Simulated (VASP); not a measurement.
# MgS (Niningerite) (Fm-3m) in VASP: settings compared

The runs below take MgS (Niningerite) through single point, relaxation of cell and atoms, with r2SCAN, PBEsol, PBEsol+D3(BJ).

All numbers are computed with VASP 6.6.1; they aren't measurements. Logs are shortened: lines on timing, memory, paths and dates and some standing lists are left out, and cuts for length are marked.

## 1. The cell of the first run

The structure is cubic, space group Fm-3m (No. 225). Conventional cell: a = 5.305 Å, b = 5.305 Å, c = 5.305 Å, α = 90.00°, β = 90.00°, γ = 90.00°. Within 3.5 Å of S (site symmetry m-3m) lie 6 Mg at 2.65 Å. Mg (site symmetry m-3m) has 6 S at 2.65 Å within 3.5 Å.

## 2. Single point, r2SCAN

The input, POSCAR:

```
MgS
1.0
    0.0000000000      2.6526756995      2.6526756995
    2.6526756995      0.0000000000      2.6526756995
    2.6526756995      2.6526756995      0.0000000000
S Mg
1 1
Direct
    0.5000000000      0.5000000000      0.5000000000
    0.0000000000      0.0000000000      0.0000000000
```

The input, INCAR.step1:

```
SYSTEM = MgS
PREC = Accurate
ENCUT = 520
ISMEAR = -1
SIGMA = 0.05
LREAL = .False.
LASPH = .True.
NELM = 100
NBANDS = 11
GGA = PE
ALGO = Normal
EDIFF = 1E-4
LWAVE = .True.
LCHARG = .False.
```

The input, INCAR.step2:

```
SYSTEM = MgS
PREC = Accurate
ENCUT = 520
EDIFF = 1E-7
ISMEAR = -1
SIGMA = 0.05
LREAL = .False.
LASPH = .True.
NELM = 100
ALGO = Normal
ISIF = 2
LWAVE = .False.
LCHARG = .False.
METAGGA = R2SCAN
LMIXTAU = .True.
NBANDS = 11
ISTART = 1
```

The input, KPOINTS:

```
regular mesh
0
Gamma
  9 9 9
  0 0 0
```

Potentials or basis: VASP PAW PBE potentials, release 64 (S, Mg).

Command:

```console
$ cat potpaw_PBE.64/S/POTCAR potpaw_PBE.64/Mg/POTCAR > POTCAR
$ cp INCAR.step1 INCAR
$ mpirun -np 1 vasp_std > vasp.out
$ cp INCAR.step2 INCAR
$ mpirun -np 1 vasp_std > vasp.out
```

OUTCAR:

```text
SYSTEM = MgS
   PREC = Accurate
   ENCUT = 520
   EDIFF = 1E-7
   ISMEAR = -1
   LREAL = .False.
   LASPH = .True.
   NELM = 100
   ISIF = 2
   METAGGA = R2SCAN
   ISTART = 1

 ion  position               nearest neighbor table
   1  0.500  0.500  0.500-   2 2.65   2 2.65   2 2.65   2 2.65   2 2.65   2 2.65
   2  0.000  0.000  0.000-   1 2.65   1 2.65   1 2.65   1 2.65   1 2.65   1 2.65

  LATTYP: Found a face centered cubic cell.
 ALAT       =     5.3053513990

  Lattice vectors:

 A1 = (   0.0000000000,   2.6526756995,   2.6526756995)
 A2 = (   2.6526756995,   0.0000000000,   2.6526756995)
 A3 = (   2.6526756995,   2.6526756995,   0.0000000000)

Analysis of symmetry for initial positions (statically):
[... 33 lines left out ...]
                                     Primitive cell

  volume of cell :      37.3321

  direct lattice vectors                    reciprocal lattice vectors
     0.000000000  2.652675700  2.652675700    -0.188488928  0.188488928  0.188488928
     2.652675700  0.000000000  2.652675700     0.188488928 -0.188488928  0.188488928
     2.652675700  2.652675700  0.000000000     0.188488928  0.188488928 -0.188488928

  length of vectors
     3.751449951  3.751449951  3.751449951     0.326472401  0.326472401  0.326472401

  position of ions in fractional coordinates (direct lattice)
[... 8 lines left out ...]
----------------------------------------------------------------------------------------

 KPOINTS: regular mesh

Automatic generation of k-mesh.
 Grid dimensions read from file:
 generate k-points for:    9    9    9

 Generating k-lattice:

  Cartesian coordinates                     Fractional coordinates (reciprocal lattice)
    -0.020943214  0.020943214  0.020943214     0.111111111  0.000000000  0.000000000
     0.020943214 -0.020943214  0.020943214     0.000000000  0.111111111  0.000000000
     0.020943214  0.020943214 -0.020943214     0.000000000  0.000000000  0.111111111

  Length of vectors
     0.036274711  0.036274711  0.036274711

  Shift w.r.t. Gamma in fractional coordinates (k-lattice)
     0.000000000  0.000000000  0.000000000

 Subroutine IBZKPT returns following result:
 ===========================================

 Found     35 irreducible k-points:

 Following reciprocal coordinates:
            Coordinates               Weight
  0.000000  0.000000  0.000000      1.000000
  0.111111  0.000000  0.000000      8.000000
  0.222222  0.000000  0.000000      8.000000
  0.333333  0.000000  0.000000      8.000000
  0.444444  0.000000  0.000000      8.000000
  0.111111  0.111111  0.000000      6.000000
[... 16 lines left out ...]
 -0.333333  0.333333  0.000000     12.000000
  0.444444  0.444444  0.000000      6.000000
 [... further k-points ...]
   k-points           NKPTS =     35   k-points in BZ     NKDIM =     35   number of bands    NBANDS=     11
   number of dos      NEDOS =    301   number of ions     NIONS =      2
   total plane-waves  NPLWV =  21952
   dimension x,y,z NGX =    28 NGY =   28 NGZ =   28
   dimension x,y,z NGXF=    56 NGYF=   56 NGZF=   56
   ions per type =               1   1
   NGX,Y,Z   is equivalent  to a cutoff of  12.41, 12.41, 12.41 a.u.
   NGXF,Y,Z  is equivalent  to a cutoff of  24.82, 24.82, 24.82 a.u.
 SYSTEM =  MgS
   PREC   = accura    normal or accurate (medium, high low for compatibility)
   ISTART =      1    job   : 0-new  1-cont  2-samecut
   ICHARG =      0    charge: 1-file 2-atom 10-const
   ISPIN  =      1    spin polarized calculation?
   LNONCOLLINEAR =      F non collinear calculations
   LSORBIT =      F    spin-orbit coupling
   LASPH  =      T    aspherical Exc in radial PAW
   ENCUT  =  520.0 eV  38.22 Ry    6.18 a.u.   6.98  6.98  6.98*2*pi/ulx,y,z
   NELM   =    100;   NELMIN=  2; NELMDL=  0     # of ELM steps
   EDIFF  = 0.1E-06   stopping-criterion for ELM
   LREAL  =      F    real-space projection
   EDIFFG = 0.1E-05   stopping-criterion for IOM
   NSW    =      0    number of steps for IOM
   IBRION =     -1    ionic relax: 0-MD 1-quasi-New 2-CG
[... 8 lines left out ...]
   EMIN   =  10.00;   EMAX   =-10.00  energy-range for DOS
   EFERMI =   0.00;   METHOD = LEGACY
   ISMEAR =    -1;   SIGMA  =   0.05  broadening in eV -4-tet -1-fermi 0-gaus
   EFERMI_NEDOS =   21; number of points for ismear=-14 and -15
   IALGO  =     38    algorithm
   IMIX   =      4    mixing-type and parameters
     AMIX     =   0.40;   BMIX     =  1.00
     AMIX_MAG =   1.60;   BMIX_MAG =  1.00
  volume/ion in A,a.u.               =      18.67       125.96
  Fermi-wavevector in a.u.,A,eV,Ry     =   0.979664  1.851297 13.058088  0.959742
  Thomas-Fermi vector in A             =   2.110535
   LORBIT       =      0    0 simple, 1 ext, 2 COOP (PROOUT), +10 PAW based schemes
   METAGGA = R2SCAN    functional components
   LHFCALC =     F    Hartree Fock is set to
   AEXX    =    0.0000 exact exchange contribution
   IVDW    =     0    specifies the selected vdW correction
   LEPSILON=     F    determine dielectric tensor
   LRPA    =     F    only Hartree local field effects (RPA)
 non-spin polarized calculation
  energy-cutoff  :      520.00
  volume of cell :       37.33
 maximum number of plane-waves:      1018
   NGX = 13   NGY = 13   NGZ = 13

 number of electron       8.0000001 magnetization

 Free energy of the ion-electron system (eV)
  ---------------------------------------------------
  ext. energy  EPLUGINS =         0.00000000
  ---------------------------------------------------
  free energy    TOTEN  =       -15.47636712 eV

  energy without entropy =      -15.47636712  energy(sigma->0) =      -15.47636712

 E-fermi :   4.0619     XC(G=0):  -9.8349

 val. band max:        2.9915865494   @ k =   0.0000   0.0000   0.0000
 cond. band min:       6.4234010088   @ k =   0.4444   0.4444   0.0000
 fundamental gap:      3.4318144594
 Fermi energy:         4.0619289916

 k-point     1 :       0.0000    0.0000    0.0000
  band No.  band energies     occupation
      1      -9.8650      2.00000
      2       2.9916      2.00000
      3       2.9916      2.00000
      4       2.9916      2.00000
      5       7.1328      0.00000
      6      11.5542      0.00000
      7      11.5542      0.00000
      8      11.5542      0.00000
      9      13.8592      0.00000
     10      13.8592      0.00000
     11      16.3646      0.00000

 k-point     2 :       0.1111    0.0000    0.0000
  band No.  band energies     occupation
      1      -9.7530      2.00000
      2       2.1923      2.00000
      3       2.9164      2.00000
      4       2.9164      2.00000
      5       7.7875      0.00000
      6      11.2654      0.00000
      7      11.7590      0.00000
      8      11.7590      0.00000
      9      13.3024      0.00000
     10      13.3024      0.00000
     11      16.3939      0.00000

 k-point     3 :       0.2222    0.0000    0.0000
  band No.  band energies     occupation
      1      -9.4448      2.00000
      2       0.7100      2.00000
      3       2.7402      2.00000
      4       2.7402      2.00000
      5       8.4475      0.00000
      6      11.5095      0.00000
      7      11.5245      0.00000
      8      11.5245      0.00000
      9      13.5425      0.00000
     10      13.5425      0.00000
     11      15.6992      0.00000

 k-point     4 :       0.3333    0.0000    0.0000
  band No.  band energies     occupation
      1      -9.0375      2.00000
      2      -0.6448      2.00000
      3       2.5598      2.00000
      4       2.5598      2.00000
      5       8.3323      0.00000
      6      10.8573      0.00000
      7      10.8573      0.00000
      8      12.7603      0.00000
      9      15.0768      0.00000
     10      15.0768      0.00000
     11      15.2509      0.00000

 k-point     5 :       0.4444    0.0000    0.0000
  band No.  band energies     occupation
      1      -8.7243      2.00000
      2      -1.4658      2.00000
      3       2.4515      2.00000
      4       2.4515      2.00000
      5       8.1417      0.00000
      6      10.4691      0.00000
      7      10.4691      0.00000
      8      13.5079      0.00000
      9      15.6844      0.00000
     10      17.1272      0.00000
     11      17.1272      0.00000
[... 211 lines left out ...]
 k-point    21 :       0.4444    0.3333    0.0000
  band No.  band energies     occupation
      1      -8.5343      2.00000
      2      -0.6300      2.00000
      3       1.2311      2.00000
      4       1.5996      2.00000
      5       7.1210      0.00000
      6       8.7810      0.00000
      7      13.5788      0.00000
      8      14.2504      0.00000
      9      16.1553      0.00000
     10      17.4267      0.00000
     11      20.1800      0.00000

 k-point    22 :      -0.4444    0.3333    0.0000
  band No.  band energies     occupation
      1      -8.3740      2.00000
      2      -0.6668      2.00000
      3       0.3902      2.00000
      4       1.6737      2.00000
      5       7.3812      0.00000
      6       9.8955      0.00000
      7      13.2987      0.00000
      8      13.4318      0.00000
      9      15.9368      0.00000
     10      17.7090      0.00000
     11      20.0180      0.00000

 k-point    23 :      -0.3333    0.3333    0.0000
  band No.  band energies     occupation
      1      -8.4019      2.00000
      2      -0.4159      2.00000
      3      -0.1299      2.00000
      4       1.9191      2.00000
      5       7.9745      0.00000
      6      11.1898      0.00000
      7      12.3776      0.00000
      8      12.7738      0.00000
      9      15.2826      0.00000
     10      16.0360      0.00000
     11      20.2992      0.00000

 k-point    24 :       0.4444    0.4444    0.0000
  band No.  band energies     occupation
      1      -8.3945      2.00000
      2      -0.8896      2.00000
      3       1.4301      2.00000
      4       1.4301      2.00000
      5       6.4234      0.00000
      6       8.1451      0.00000
      7      15.1557      0.00000
      8      16.1857      0.00000
      9      16.5287      0.00000
     10      16.5287      0.00000
     11      19.7570      0.00000

 [... further k-points ...]
[... 5 lines left out ...]
  --------------------------------------------------------------------------------------
  -------------------------------------------------------------------------------------
  Total       -1.0642836     -1.0642836     -1.0642836     -0.0000000      0.0000000      0.0000000
  in kB      -45.6757293    -45.6757293    -45.6757293     -0.0000000      0.0000000      0.0000000
  external PRESSURE =     -45.6757293 kB  Pullay stress =       0.0000000 kB

 VOLUME and BASIS-vectors are now :
 -----------------------------------------------------------------------------
  energy-cutoff  :      520.00
  volume of cell :       37.33
      direct lattice vectors                 reciprocal lattice vectors
     0.000000000  2.652675700  2.652675700    -0.188488928  0.188488928  0.188488928
     2.652675700  0.000000000  2.652675700     0.188488928 -0.188488928  0.188488928
     2.652675700  2.652675700  0.000000000     0.188488928  0.188488928 -0.188488928

 POSITION                                       TOTAL-FORCE (eV/Angst)
 -----------------------------------------------------------------------------------
      2.65268      2.65268      2.65268         0.000000     -0.000000     -0.000000
      0.00000      0.00000      0.00000        -0.000000      0.000000      0.000000
 -----------------------------------------------------------------------------------
    total drift:                                0.000000      0.000000      0.000000

  FREE ENERGIE OF THE ION-ELECTRON SYSTEM (eV)
  ---------------------------------------------------
  free  energy   TOTEN  =       -15.4763671216 eV

  energy  without entropy=      -15.4763671216  energy(sigma->0) =      -15.47636712
```

It took 37 s on 1 thread of Intel Xeon 6975P-C (Granite Rapids), shared host; peak memory 0.17 GiB.

What came out:

| Property | Result |
| --- | --- |
| Free energy | -15.4764 eV |
| Pressure | -4.6 GPa |
| Band gap on the k mesh | 3.43 eV, indirect (least direct gap 4.14 eV) |

Caveat: the PAW data sets were made with another functional, which shifts forces and pressure a little. r2SCAN opens gaps a little over a GGA but as a rule still falls short of measured ones.

## 3. Relaxation of cell and atoms, PBEsol

This run uses another cell than the first one, of 17.61 Å³/atom, 0.943 times its volume.

The input, INCAR:

```
PREC = Accurate
ENCUT = 600
EDIFF = 1E-6
ISMEAR = -1
SIGMA = 0.05
LREAL = F
LASPH = T
NELM = 100
ALGO = Normal
ISIF = 3
LWAVE = F
LCHARG = F
GGA = PS
IBRION = 2
NSW = 60
EDIFFG = -0.01
```

The input, KPOINTS:

```
regular mesh
0
Gamma
  9 9 9
```

The input, POSCAR:

```
MgS
1.0
    0.0000000000      2.6016500000      2.6016500000
    2.6016500000      0.0000000000      2.6016500000
    2.6016500000      2.6016500000      0.0000000000
S Mg
1 1
Direct
    0.5000000000      0.5000000000      0.5000000000
    0.0000000000      0.0000000000      0.0000000000
```

Potentials or basis: VASP PAW PBE potentials, release 64 (S, Mg).

Command:

```console
$ cat potpaw_PBE.64/S/POTCAR potpaw_PBE.64/Mg/POTCAR > POTCAR
$ mpirun -np 1 vasp_std > vasp.out
```

Wall time 11 s (1 thread of Intel Xeon 6975P-C (Granite Rapids), shared host); peak memory 0.17 GiB.

It converged, with:

- Free energy: -9.0758 eV
- Relaxed volume: 17.36 Å³/atom
- Relaxed cell: a = 3.662 Å, b = 3.662 Å, c = 3.662 Å, α = 60.00°, β = 60.00°, γ = 60.00°
- Space group after relaxing (to 0.05 Å): Fm-3m (No. 225)
- Energy gained by relaxing: 0.9 meV/atom
- Ionic steps: 3
- Pressure after relaxing: 0.0 GPa
- Band gap on the k mesh: 2.86 eV, indirect (least direct gap 3.71 eV)

Step by step:
| step | energy change (eV) | largest force (eV/Å) | pressure (GPa) | volume (Å³) |
| --- | --- | --- | --- | --- |
| 1 | 0.0000 | 0.0000 | -1.12 | 35.22 |
| 2 | -0.0017 | 0.0000 | 0.27 | 34.60 |
| 3 | -0.0018 | 0.0000 | 0.00 | 34.71 |

Final structure:
```yaml
crystal:
  lattice:
    - [0.00000, 2.58911, 2.58911]
    - [2.58911, 0.00000, 2.58911]
    - [2.58911, 2.58911, 0.00000]
  atoms:
    - { symbol: S, position: [0.50000, 0.50000, 0.50000] }
    - { symbol: Mg, position: [0.00000, 0.00000, 0.00000] }
```

Levels at points of the mesh, in eV from the valence-band top:
```csv
k point,band 1,band 2,band 3,band 4,band 5,band 6,band 7,band 8
"(0.00, 0.00, 0.00)",-12.77,0.00,0.00,0.00,3.71,7.84,7.84,7.84
```

Caveat: the PAW data sets were made with another functional, which shifts forces and pressure a little.

## 4. Relaxation of cell and atoms, PBEsol+D3(BJ)

This run uses another cell than the first one, of 17.61 Å³/atom, 0.943 times its volume.

The input, INCAR:

```
SYSTEM = MgS
PREC = Accurate
ENCUT = 600
EDIFF = 1E-7
ISMEAR = -1
SIGMA = 0.05
LREAL = .False.
LASPH = .True.
NELM = 100
ALGO = Normal
ISIF = 3
LWAVE = .False.
LCHARG = .False.
GGA = PS
IVDW = 12
IBRION = 2
NSW = 60
EDIFFG = -0.01
```

The input, KPOINTS:

```
regular mesh
0
Gamma
  9 9 9
  0 0 0
```

POSCAR is that of step 3.

Command:

```console
$ cat potpaw_PBE.64/S/POTCAR potpaw_PBE.64/Mg/POTCAR > POTCAR
$ mpirun -np 1 vasp_std > vasp.out
```

It took 14 s on 1 thread of Intel Xeon 6975P-C (Granite Rapids), shared host; peak memory 0.19 GiB.

The run converged. Its results:

```
Free energy                            : -9.6977 eV
Relaxed volume                         : 16.73 Å³/atom
Relaxed cell                           : a = 3.617 Å, b = 3.617 Å, c = 3.617 Å, α = 60.00°, β = 60.00°, γ = 60.00°
Space group after relaxing (to 0.05 Å) : Fm-3m (No. 225)
Energy gained by relaxing              : 11.2 meV/atom
Ionic steps                            : 3
Pressure after relaxing                : 0.0 GPa
Band gap on the k mesh                 : 2.94 eV, indirect (least direct gap 4.01 eV)
Dispersion energy per atom             : -0.317 eV
```

Step by step:
```
step  energy change (eV)  largest force (eV/Å)  pressure (GPa)  volume (Å³)
   1              0.0000                0.0000           -3.92        35.22
   2             -0.0212                0.0000            1.04        33.07
   3             -0.0224                0.0000            0.01        33.46
```

Final structure:
```
S Mg
1.0
     0.00000    2.55764    2.55764
     2.55764    0.00000    2.55764
     2.55764    2.55764    0.00000
S Mg
1 1
Direct
  0.50000 0.50000 0.50000
  0.00000 0.00000 0.00000
```

Levels at points of the mesh, in eV from the valence-band top:
```csv
k point,band 1,band 2,band 3,band 4,band 5,band 6,band 7,band 8
"(0.00, 0.00, 0.00)",-12.99,0.00,0.00,0.00,4.01,7.82,7.82,7.82
```

Caveat: the PAW data sets were made with another functional, which shifts forces and pressure a little. A hybrid or GW would open this gap; PBEsol tends to underestimate it.

## 5. Overview

| task | level | cell | cutoff (eV) | gap on the mesh (eV) | pressure (GPa) | relaxed volume (Å³/atom) |
| --- | --- | --- | --- | --- | --- | --- |
| single point | r2SCAN | a = 3.751 Å, angles 60.0°, 2 atoms | 520 | 3.43 | -4.6 | - |
| relaxation of cell and atoms | PBEsol | relaxed from a = 3.679 Å, angles 60.0°, 2 atoms | 600 | 2.86 | 0.0 | 17.36 |
| relaxation of cell and atoms | PBEsol+D3(BJ) | relaxed from a = 3.679 Å, angles 60.0°, 2 atoms | 600 | 2.94 | 0.0 | 16.73 |

Alike in all rows: potentials or basis VASP PAW PBE potentials, release 64 (S, Mg); no spin polarisation; k mesh 9 × 9 × 9; smearing fermi-dirac 0.05 eV.

Caveats: the PAW data sets were made with another functional, which shifts forces and pressure a little.

Total energies depend on the potentials used, so only differences within one code and one set of settings carry meaning.
